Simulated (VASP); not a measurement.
# MgO (Amm2) in VASP: a series of runs, part 2 of 2

VASP 6.6.1.

**4. Single point, r2SCAN**

File POSCAR:

```
MgO
1.0
    3.4841042127      0.0000000000      0.0000000000
   -1.7420521064      3.0173227576      0.0000000000
    0.0000000000      0.0000000000      4.1856875957
Mg O
2 2
Direct
    0.6666666667      0.3333333333      0.7500000000
    0.3333333333      0.6666666667      0.2500000000
    0.6355960761      0.2711921522      0.2500000000
    0.3022627428      0.6045254855      0.7500000000
```

File INCAR.step1:

```
SYSTEM = MgO
PREC     = Accurate       ! precision mode
ENCUT    = 520            ! plane-wave cutoff, eV
ISMEAR   = 0              ! smearing method
SIGMA    = 0.05           ! smearing width, eV
LREAL    = .False.        ! projectors in reciprocal space
LASPH    = .True.         ! aspherical terms in the spheres
NELM     = 100            ! most SCF steps
NBANDS   = 16             ! bands
GGA      = PE             ! functional
ALGO     = Normal         ! electronic algorithm
EDIFF    = 1E-4           ! SCF threshold, eV
LWAVE    = .True.         ! write WAVECAR
LCHARG   = .False.        ! write CHGCAR
```

File INCAR.step2:

```
SYSTEM = MgO
PREC     = Accurate       ! precision mode
ENCUT    = 520            ! plane-wave cutoff, eV
EDIFF    = 1E-7           ! SCF threshold, eV
ISMEAR   = 0              ! smearing method
SIGMA    = 0.05           ! smearing width, eV
LREAL    = .False.        ! projectors in reciprocal space
LASPH    = .True.         ! aspherical terms in the spheres
NELM     = 100            ! most SCF steps
ALGO     = Normal         ! electronic algorithm
ISIF     = 2              ! what is computed and relaxed
LWAVE    = .False.        ! write WAVECAR
LCHARG   = .True.         ! write CHGCAR
METAGGA  = R2SCAN         ! meta-GGA
LMIXTAU  = .True.       
LELF     = .True.         ! ELF
LVHAR    = .True.       
NBANDS   = 16             ! bands
ISTART   = 1
```

File KPOINTS:

```
regular mesh
0
Gamma
  6 6 6
  0 0 0
```

Potentials or basis: VASP PAW PBE potentials, release 64 (Mg, O).

Started as:

```bash
cat potpaw_PBE.64/Mg/POTCAR potpaw_PBE.64/O/POTCAR > POTCAR
cp INCAR.step1 INCAR
mpirun -np 1 vasp_std > vasp.out
cp INCAR.step2 INCAR
mpirun -np 1 vasp_std > vasp.out
```

OUTCAR:

```text
SYSTEM = MgO
   PREC = Accurate
   ENCUT = 520
   EDIFF = 1E-7
   ISMEAR = 0
   LREAL = .False.
   LASPH = .True.
   NELM = 100
   ISIF = 2
   METAGGA = R2SCAN
   ISTART = 1

 ion  position               nearest neighbor table
   1  0.667  0.333  0.750-   4 1.92   4 1.92   3 2.10   3 2.10   4 2.20   2 2.90   2 2.90   2 2.90
                             2 2.90   2 2.90   2 2.90
   2  0.333  0.667  0.250-   3 1.82   4 2.10   4 2.10   3 2.11   3 2.11   1 2.90   1 2.90   1 2.90
                             1 2.90   1 2.90   1 2.90
   3  0.636  0.271  0.250-   2 1.82   1 2.10   1 2.10   2 2.11   2 2.11
   4  0.302  0.605  0.750-   1 1.92   1 1.92   2 2.10   2 2.10   1 2.20

  LATTYP: Found a hexagonal cell.
 ALAT       =     3.4841042127
 C/A-ratio  =     1.2013669340

  Lattice vectors:

 A1 = (   3.4841042127,   0.0000000000,   0.0000000000)
 A2 = (  -1.7420521064,   3.0173227576,   0.0000000000)
 A3 = (   0.0000000000,   0.0000000000,   4.1856875957)

Analysis of symmetry for initial positions (statically):
=====================================================================
 Subroutine PRICEL returns:
 Original cell was already a primitive cell.

 Routine SETGRP: Setting up the symmetry group for a
 hexagonal supercell.

 Subroutine GETGRP returns: Found  4 space group operations
 (whereof  2 operations were pure point group operations)
 out of a pool of 24 trial point group operations.

The static configuration has the point symmetry C_1h.
 The point group associated with its full space group is C_2v.

Analysis of symmetry for dynamics (positions and initial velocities):
=====================================================================
 Subroutine PRICEL returns:
 Original cell was already a primitive cell.

 Routine SETGRP: Setting up the symmetry group for a
 hexagonal supercell.

 Subroutine GETGRP returns: Found  4 space group operations
 (whereof  2 operations were pure point group operations)
 out of a pool of 24 trial point group operations.

The dynamic configuration has the point symmetry C_1h.
 The point group associated with its full space group is C_2v.

 Subroutine INISYM returns: Found  4 space group operations
 (whereof  2 operations are pure point group operations),
 and found     1 'primitive' translations

----------------------------------------------------------------------------------------

                                     Primitive cell

  volume of cell :      44.0027

  direct lattice vectors                    reciprocal lattice vectors
     3.484104213  0.000000000  0.000000000     0.287017821  0.165709816  0.000000000
    -1.742052106  3.017322758  0.000000000     0.000000000  0.331419633  0.000000000
     0.000000000  0.000000000  4.185687596     0.000000000  0.000000000  0.238909373

  length of vectors
     3.484104213  3.484104213  4.185687596     0.331419633  0.331419633  0.238909373

  position of ions in fractional coordinates (direct lattice)
     0.666666667  0.333333333  0.750000000
     0.333333333  0.666666667  0.250000000
     0.635596076  0.271192152  0.250000000
     0.302262743  0.604525485  0.750000000

  ion indices of the primitive-cell ions
   primitive index   ion index
[... 24 lines left out ...]
     0.000000000  0.000000000  0.000000000

 Subroutine IBZKPT returns following result:
 ===========================================

 Found     52 irreducible k-points:

 Following reciprocal coordinates:
            Coordinates               Weight
  0.000000  0.000000  0.000000      1.000000
  0.166667  0.000000  0.000000      4.000000
  0.000000  0.166667  0.000000      2.000000
  0.333333  0.000000  0.000000      4.000000
  0.000000  0.333333  0.000000      2.000000
  0.500000  0.000000  0.000000      2.000000
[... 16 lines left out ...]
  0.333333  0.166667  0.166667      8.000000
 -0.166667  0.500000  0.166667      8.000000
 [... further k-points ...]
   k-points           NKPTS =     52   k-points in BZ     NKDIM =     52   number of bands    NBANDS=     16
   number of dos      NEDOS =    301   number of ions     NIONS =      4
   total plane-waves  NPLWV =  25088
   dimension x,y,z NGX =    28 NGY =   28 NGZ =   32
   dimension x,y,z NGXF=    56 NGYF=   56 NGZF=   64
   ions per type =               2   2
   NGX,Y,Z   is equivalent  to a cutoff of  13.36, 13.36, 12.71 a.u.
   NGXF,Y,Z  is equivalent  to a cutoff of  26.72, 26.72, 25.42 a.u.
 SYSTEM =  MgO
   PREC   = accura    normal or accurate (medium, high low for compatibility)
   ISTART =      1    job   : 0-new  1-cont  2-samecut
   ICHARG =      0    charge: 1-file 2-atom 10-const
   ISPIN  =      1    spin polarized calculation?
   LNONCOLLINEAR =      F non collinear calculations
   LSORBIT =      F    spin-orbit coupling
   LASPH  =      T    aspherical Exc in radial PAW
   ENCUT  =  520.0 eV  38.22 Ry    6.18 a.u.   6.48  6.48  7.78*2*pi/ulx,y,z
   NELM   =    100;   NELMIN=  2; NELMDL=  0     # of ELM steps
   EDIFF  = 0.1E-06   stopping-criterion for ELM
   LREAL  =      F    real-space projection
   EDIFFG = 0.1E-05   stopping-criterion for IOM
   NSW    =      0    number of steps for IOM
   IBRION =     -1    ionic relax: 0-MD 1-quasi-New 2-CG
   NFREE  =      0    steps in history (QN), initial steepest desc. (CG)
   ISIF   =      2    stress and relaxation
   ISYM   =      2    0-nonsym 1-usesym 2-fastsym
   POTIM  = 0.5000    time-step for ionic-motion
   TEBEG  =    0.0;   TEEND  =   0.0 temperature during run
   PSTRESS=    0.0 pullay stress
   NELECT =      16.0000    total number of electrons
   NUPDOWN=      -1.0000    fix difference up-down
   EMIN   =  10.00;   EMAX   =-10.00  energy-range for DOS
   EFERMI =   0.00;   METHOD = LEGACY
   ISMEAR =     0;   SIGMA  =   0.05  broadening in eV -4-tet -1-fermi 0-gaus
   EFERMI_NEDOS =   21; number of points for ismear=-14 and -15
   IALGO  =     38    algorithm
   IMIX   =      4    mixing-type and parameters
     AMIX     =   0.40;   BMIX     =  1.00
     AMIX_MAG =   1.60;   BMIX_MAG =  1.00
  volume/ion in A,a.u.               =      11.00        74.24
  Fermi-wavevector in a.u.,A,eV,Ry     =   1.168481  2.208109 18.576679  1.365347
  Thomas-Fermi vector in A             =   2.304967
   LORBIT       =      0    0 simple, 1 ext, 2 COOP (PROOUT), +10 PAW based schemes
   METAGGA = R2SCAN    functional components
   LHFCALC =     F    Hartree Fock is set to
   AEXX    =    0.0000 exact exchange contribution
   IVDW    =     0    specifies the selected vdW correction
   LEPSILON=     F    determine dielectric tensor
   LRPA    =     F    only Hartree local field effects (RPA)
 non-spin polarized calculation
 Gauss-broadening in eV      SIGMA  =   0.05
  energy-cutoff  :      520.00
  volume of cell :       44.00
 maximum number of plane-waves:      1204
 NGX is ok and might be reduce to    28
   NGX = 13   NGY = 13   NGZ = 15

 number of electron      16.0000003 magnetization

 Free energy of the ion-electron system (eV)
  ---------------------------------------------------
  ext. energy  EPLUGINS =         0.00000000
  ---------------------------------------------------
  free energy    TOTEN  =       -31.73035509 eV

  energy without entropy =      -31.73035509  energy(sigma->0) =      -31.73035509

 E-fermi :   1.7732     XC(G=0): -10.5524

 val. band max:        1.5732283696   @ k =   0.0000   0.0000   0.0000
 cond. band min:       5.6216207833   @ k =   0.0000   0.0000   0.0000
 fundamental gap:      4.0483924137
 Fermi energy:         1.7732201308

 k-point     1 :       0.0000    0.0000    0.0000
  band No.  band energies     occupation
      1     -16.3025      2.00000
      2     -14.9479      2.00000
      3      -2.0771      2.00000
      4      -0.1986      2.00000
      5      -0.1671      2.00000
      6       0.7748      2.00000
[... 433 lines left out ...]
      3      -1.9584      2.00000
      4      -1.3320      2.00000
      5      -0.7833      2.00000
      6      -0.1326      2.00000
[... 8 lines left out ...]
     15      16.9035      0.00000
     16      18.1747      0.00000

 [... further k-points ...]
[... 5 lines left out ...]
  --------------------------------------------------------------------------------------
  -------------------------------------------------------------------------------------
  Total        0.6630604      1.8770182     -0.4452631     -0.0000000      0.0000000      0.0000000
  in kB       24.1425972     68.3438352    -16.2124082     -0.0000000      0.0000000      0.0000000
  external PRESSURE =      25.4246747 kB  Pullay stress =       0.0000000 kB

 VOLUME and BASIS-vectors are now :
 -----------------------------------------------------------------------------
  energy-cutoff  :      520.00
  volume of cell :       44.00
      direct lattice vectors                 reciprocal lattice vectors
     3.484104213  0.000000000  0.000000000     0.287017821  0.165709816  0.000000000
    -1.742052106  3.017322758  0.000000000     0.000000000  0.331419633  0.000000000
     0.000000000  0.000000000  4.185687596     0.000000000  0.000000000  0.238909373

 POSITION                                       TOTAL-FORCE (eV/Angst)
 -----------------------------------------------------------------------------------
      1.74205      1.00577      3.13927         0.000000     -1.313933      0.000000
     -0.00000      2.01155      1.04642         0.000000     -2.498298      0.000000
      1.74205      0.81827      1.04642        -0.000000      2.502504      0.000000
      0.00000      1.82405      3.13927        -0.000000      1.309727      0.000000
 -----------------------------------------------------------------------------------
    total drift:                                0.000003     -0.012043      0.000000

  FREE ENERGIE OF THE ION-ELECTRON SYSTEM (eV)
  ---------------------------------------------------
  free  energy   TOTEN  =       -31.7303550940 eV

  energy  without entropy=      -31.7303550939  energy(sigma->0) =      -31.73035509
```

It took 2 min on 1 thread of Intel Xeon Platinum 8259CL at 2.50GHz (Skylake/Cascade Lake), shared host; peak memory 0.18 GiB.

Results:

- Free energy: -31.7304 eV
- Pressure: 2.5 GPa
- Largest force: 2.503 eV/Å
- Band gap on the k mesh: 4.05 eV, direct

Forces on the atoms (eV/Å):
```
Mg   0.000 -1.314  0.000
Mg   0.000 -2.498  0.000
O    0.000  2.503  0.000
O    0.000  1.310  0.000
```

Levels at points of the mesh, in eV from the valence-band top:
```csv
k point,band 6,band 7,band 8,band 9,band 10,band 11
"(0.00, 0.00, 0.00)",-0.80,-0.80,0.00,4.05,10.26,13.13
"(0.50, 0.00, 0.00)",-1.95,-1.30,-0.52,7.63,9.90,10.54
"(0.00, 0.50, 0.00)",-1.95,-1.29,-0.52,7.63,9.99,10.63
"(0.00, 0.00, 0.50)",-1.41,-1.14,-1.10,7.11,7.11,13.71
"(0.50, 0.00, 0.50)",-1.48,-0.80,-0.77,7.95,8.05,12.78
"(0.00, 0.50, 0.50)",-1.36,-0.83,-0.76,7.90,8.12,12.65
```

Caveat: the cell differs from its parent crystal (all O atoms moved +0.188 Å, as atom 3 towards its neighbour atom 2 (Mg) at 2.012 Å); the PAW data sets were made with another functional, which shifts forces and pressure a little.
